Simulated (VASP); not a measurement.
Ga: single point with PBEsol

Crystal: Ga.

```
Ga
1.0
     2.23598   -3.79683    0.00000
     2.23598    3.79683    0.00000
     0.00000    0.00000    4.49206
Ga
4
Direct
  0.65599 0.34401 0.41664
  0.84401 0.15599 0.91664
  0.34401 0.65599 0.58336
  0.15599 0.84401 0.08336
```

```
Program             : VASP 6.6.1
Task                : single point
Functional          : PBEsol
Potentials or basis : VASP PAW PBE potentials, release 64 (Ga_d)
Cutoff              : 520 eV
k mesh              : 12 × 12 × 10
Occupations         : gaussian, width 0.1 eV
Spin                : no spin polarisation
```

- Pressure: 0.0 GPa
- Largest force: 0.006 eV/Å
- Band gap on the k mesh: zero (band 26 reaches 5.56 eV, above the bottom of band 27 at 4.17 eV)

Forces on the atoms (eV/Å):
```
Ga   0.000  0.005  0.003
Ga   0.000 -0.005  0.003
Ga   0.000 -0.005 -0.003
Ga   0.000  0.005 -0.003
```

Levels at points of the mesh, in eV from the Fermi level:
```tsv
k point	band 22	band 23	band 24	band 25	band 26	band 27	band 28	band 29	band 30	band 31
(0.00, 0.00, 0.00)	-4.19	-3.77	-1.74	-1.64	-0.72	0.95	1.02	1.11	5.24	5.50
(0.50, 0.00, 0.00)	-8.69	-3.42	-3.42	-1.37	-1.37	0.77	0.77	4.27	4.27	5.43
(0.50, 0.50, 0.00)	-7.32	-4.06	-3.33	-1.71	-1.56	1.12	1.23	3.49	3.89	4.35
(0.00, 0.00, 0.50)	-9.32	-0.01	-0.01	0.02	0.02	0.13	0.13	2.12	2.12	3.98
(0.50, 0.00, 0.50)	-7.21	-6.33	-6.33	-1.53	-1.53	0.57	0.57	7.39	7.39	7.97
(0.50, 0.50, 0.50)	-7.64	-5.38	-5.38	-1.27	-1.27	-0.90	-0.90	6.84	6.84	8.11
```

Wall time 6.6 min on 1 thread of AMD EPYC 9R45 96-Core Processor (Zen 5), with other jobs on the host, peak memory 0.52 GiB.

Caveat: the PAW data sets were made with another functional, which shifts forces and pressure a little.
